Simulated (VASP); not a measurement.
# CuO (Tenorite) (Cc) in VASP: notebook, part 3 of 3

VASP 6.6.1. The steps go on from the part before.

## (5) Single point, PBEsol+U

This run uses another cell than the first one, of 10.16 Å³/atom, 0.943 times its volume.

The input, INCAR:

```
SYSTEM = CuO
ALGO     = Normal         ! electronic algorithm
EDIFF    = 1E-7           ! SCF threshold, eV
ENCUT    = 520            ! plane-wave cutoff, eV
GGA      = PS             ! functional
ISIF     = 2              ! what is computed and relaxed
ISMEAR   = -1             ! smearing method
LASPH    = .True.         ! aspherical terms in the spheres
LCHARG   = .False.        ! write CHGCAR
LDAU     = .True.         ! DFT+U
LDAUJ    = 0 0          
LDAUL    = 2 -1           ! shell
LDAUPRINT= 1            
LDAUTYPE = 2            
LDAUU    = 5 0            ! U, eV
LMAXMIX  = 4              ! l up to which the mixer works
LREAL    = .False.        ! projectors in reciprocal space
LWAVE    = .False.        ! write WAVECAR
NBANDS   = 25             ! bands
NELM     = 150            ! most SCF steps
PREC     = Accurate       ! precision mode
SIGMA    = 0.05           ! smearing width, eV
```

The input, KPOINTS:

```
k-points
0
Gamma
  10 10 5
  0 0 0
```

The input, POSCAR:

```
CuO
1.0
    2.3446500000     -1.7134000000      0.0000000000
    2.3446500000      1.7134000000      0.0000000000
   -0.8605543552      0.0000000000      5.0594363927
Cu O
2 2
Direct
    0.4968000000      0.0032000000      0.5000000000
    0.0032000000      0.4968000000      0.0000000000
    0.4056000000      0.5714000000      0.7537000000
    0.5714000000      0.4056000000      0.2537000000
```

Potentials or basis: VASP PAW PBE potentials, release 64 (Cu, O).

Command:

```
$ cat potpaw_PBE.64/Cu/POTCAR potpaw_PBE.64/O/POTCAR > POTCAR
$ mpirun -np 1 vasp_std > vasp.out
```

OUTCAR:

```text
SYSTEM = CuO
   EDIFF = 1E-7
   ENCUT = 520
   GGA = PS
   ISIF = 2
   ISMEAR = -1
   LASPH = .True.
   LREAL = .False.
   NELM = 150
   PREC = Accurate

 ion  position               nearest neighbor table
   1  0.497  0.003  0.500-   4 1.91   3 1.93   4 1.98   3 2.02
   2  0.003  0.497  0.000-   3 1.91   4 1.93   3 1.98   4 2.02
   3  0.406  0.571  0.754-   2 1.91   1 1.93   2 1.98   1 2.02
   4  0.571  0.406  0.254-   1 1.91   2 1.93   1 1.98   2 2.02

  LATTYP: Found a base centered monoclinic cell.
 ALAT       =     4.6893000000
 B/A-ratio  =     0.7307700510
 C/A-ratio  =     1.0944277397
 COS(beta)  =    -0.1676807457

  Lattice vectors:

 A1 = (   2.3446500000,  -1.7134000000,   0.0000000000)
 A2 = (   2.3446500000,   1.7134000000,   0.0000000000)
 A3 = (  -0.8605543552,   0.0000000000,   5.0594363927)

Analysis of symmetry for initial positions (statically):
=====================================================================
 Subroutine PRICEL returns:
 Original cell was already a primitive cell.

 Routine SETGRP: Setting up the symmetry group for a
 base centered monoclinic supercell.

 Subroutine GETGRP returns: Found  2 space group operations
 (whereof  1 operations were pure point group operations)
[... 236 lines left out ...]
  free energy    TOTEN  =       -18.00080509 eV

  energy without entropy =      -17.98330263  energy(sigma->0) =      -17.99205386

 E-fermi :   4.9996     XC(G=0): -12.1066

 val. band max:        4.9951713013   @ k =   0.5000   0.5000   0.4000
 cond. band min:       5.0015537214   @ k =   0.5000   0.1000   0.2000
 fundamental gap:      0.0063824200
 Fermi energy:         4.9996316904

 k-point     1 :       0.0000    0.0000    0.0000
  band No.  band energies     occupation
      1     -14.4934      2.00000
      2     -13.1439      2.00000
      3      -3.0556      2.00000
      4      -0.6479      2.00000
      5      -0.3701      2.00000
      6       0.7737      2.00000
[... 661 lines left out ...]
     24      18.6794      0.00000
     25      19.6133      0.00000

 [... further k-points ...]
[... 5 lines left out ...]
  --------------------------------------------------------------------------------------
  -------------------------------------------------------------------------------------
  Total       -1.5585035     -0.9781013     -2.0217044      0.0000000      0.0000000     -0.1034390
  in kB      -61.4256038    -38.5500984    -79.6818328      0.0000000      0.0000000     -4.0768606
  external PRESSURE =     -59.8858450 kB  Pullay stress =       0.0000000 kB

 VOLUME and BASIS-vectors are now :
 -----------------------------------------------------------------------------
  energy-cutoff  :      520.00
  volume of cell :       40.65
      direct lattice vectors                 reciprocal lattice vectors
     2.344650000 -1.713400000  0.000000000     0.213251445 -0.291817439  0.036271720
     2.344650000  1.713400000  0.000000000     0.213251445  0.291817439  0.036271720
    -0.860554355  0.000000000  5.059436393     0.000000000  0.000000000  0.197650474

 POSITION                                       TOTAL-FORCE (eV/Angst)
 -----------------------------------------------------------------------------------
      0.74205     -0.84573      2.52972        -0.552807     -0.287786      0.215803
      1.17233      0.84573      0.00000        -0.552807      0.287786      0.215803
      1.64212      0.28408      3.81330         0.552807     -0.328333     -0.215803
      2.07240     -0.28408      1.28358         0.552807      0.328333     -0.215803
 -----------------------------------------------------------------------------------
    total drift:                               -0.000246      0.000000     -0.000584

  FREE ENERGIE OF THE ION-ELECTRON SYSTEM (eV)
  ---------------------------------------------------
  free  energy   TOTEN  =       -18.0008050943 eV

  energy  without entropy=      -17.9833026299  energy(sigma->0) =      -17.99205386
```

OSZICAR:

```text
N       E                     dE             d eps       ncg     rms          rms(c)
DAV:   1     0.292280132683E+03    0.29228E+03   -0.16590E+04  7530   0.220E+03
DAV:   2     0.151409877009E+02   -0.27714E+03   -0.25622E+03  7164   0.396E+02
DAV:   3    -0.203171569177E+02   -0.35458E+02   -0.33716E+02  8246   0.157E+02
DAV:   4    -0.215016847541E+02   -0.11845E+01   -0.11780E+01  8538   0.305E+01
DAV:   5    -0.215247395845E+02   -0.23055E-01   -0.23045E-01  8852   0.395E+00    0.137E+01
DAV:   6    -0.197443411323E+02    0.17804E+01   -0.20258E+01 10302   0.132E+02    0.960E+00
DAV:   7    -0.179479628443E+02    0.17964E+01   -0.59891E+00  8583   0.865E+01    0.234E+00
DAV:   8    -0.180111718749E+02   -0.63209E-01   -0.80332E-01  7539   0.656E+00    0.147E+00
DAV:   9    -0.180003415013E+02    0.10830E-01   -0.37223E-02 12251   0.685E+00    0.198E-01
DAV:  10    -0.180006498980E+02   -0.30840E-03   -0.11250E-02 10851   0.143E+00    0.123E-01
DAV:  11    -0.180009089446E+02   -0.25905E-03   -0.19828E-03 10914   0.527E-01    0.805E-02
DAV:  12    -0.180008041528E+02    0.10479E-03   -0.22863E-04 11709   0.263E-01    0.175E-02
DAV:  13    -0.180008052943E+02   -0.11416E-05   -0.50126E-05  7543   0.592E-02    0.290E-03
DAV:  14    -0.180008051543E+02    0.14004E-06   -0.10449E-06 10336   0.258E-02    0.115E-03
DAV:  15    -0.180008050943E+02    0.59969E-07   -0.57126E-08  4217   0.937E-03
   1 F= -.18000805E+02 E0= -.17992054E+02  d E =-.175025E-01
```

stdout:

```text
POSCAR found type information on POSCAR CuO
 POSCAR found :  2 types and       4 ions
 scaLAPACK will be used
 -----------------------------------------------------------------------------
|                                                                             |
|                                                                             |
|     You enforced a specific xc type in the INCAR file but a different       |
|     I HOPE YOU KNOW WHAT YOU ARE DOING!                                     |
|                                                                             |
 -----------------------------------------------------------------------------

 LDA part: xc-table for (Slater+PW92), standard interpolation
 POSCAR, INCAR and KPOINTS ok, starting setup
 FFT: planning ... GRIDC
 FFT: planning ... GRID_SOFT
 FFT: planning ... GRID
 WAVECAR not read
 entering main loop
```

It took 100 s on 1 thread of Intel Xeon 6975P-C, shared host; peak memory 0.25 GiB.

What came out:

```
Free energy            : -18.0008 eV
Pressure               : -6.0 GPa
Largest force          : 0.678 eV/Å
Band gap on the k mesh : zero (band 17 reaches 5.28 eV, above the bottom of band 18 at 4.62 eV)
```

Forces on the atoms (eV/Å):
```
Cu  -0.553 -0.288  0.216
Cu  -0.553  0.288  0.216
O    0.553 -0.328 -0.216
O    0.553  0.328 -0.216
```

Eigenvalues of the final occupation matrices:
| site | spin | trace | eigenvalues |
| --- | --- | --- | --- |
| site 1 d | 1 | 4.65 | 0.79 0.95 0.97 0.97 0.98 |
| site 1 d | 2 | 4.65 | 0.79 0.95 0.97 0.97 0.98 |
| site 2 d | 1 | 4.65 | 0.79 0.95 0.97 0.97 0.98 |
| site 2 d | 2 | 4.65 | 0.79 0.95 0.97 0.97 0.98 |

Caveat: the PAW data sets were made with another functional, which shifts forces and pressure a little; U without spin polarisation on a metal has little footing.

## (6) Summary

```csv
level,potentials or basis,U,cell,gap on the mesh (eV),pressure (GPa),largest force (eV/Å)
LDA,"VASP PAW LDA potentials, release 64 (Cu, O)",-,"a = 2.961, b = 2.961, c = 5.233 Å, angles 97.8, 97.8, 72.3°, 4 atoms",none,-17.0,0.79
r2SCAN,"VASP PAW PBE potentials, release 64 (Cu, O)",-,"a = 2.904, b = 2.904, c = 5.132 Å, angles 97.8, 97.8, 72.3°, 4 atoms",none,-0.3,0.77
LDA,"VASP PAW LDA potentials, release 64 (Cu, O)",-,"a = 2.904, b = 2.904, c = 5.132 Å, angles 97.8, 97.8, 72.3°, 4 atoms",none,-8.8,0.78
PBEsol+U,"VASP PAW PBE potentials, release 64 (Cu, O)",Cu d U = 5.0 eV,"a = 2.904, b = 2.904, c = 5.132 Å, angles 97.8, 97.8, 72.3°, 4 atoms",none,-6.0,0.68
```

Alike in all rows: task single point; no spin polarisation; k mesh 10 × 10 × 5; cutoff (eV) 520; smearing fermi-dirac 0.05 eV.

Caveats: semilocal functionals often make such compounds metallic where correlation or magnetic order opens a gap, which also shifts bond lengths (some runs); the PAW data sets were made with another functional, which shifts forces and pressure a little (some runs); U without spin polarisation on a metal has little footing (some runs).

Total energies depend on the potentials used, so only differences within one code and one set of settings carry meaning.
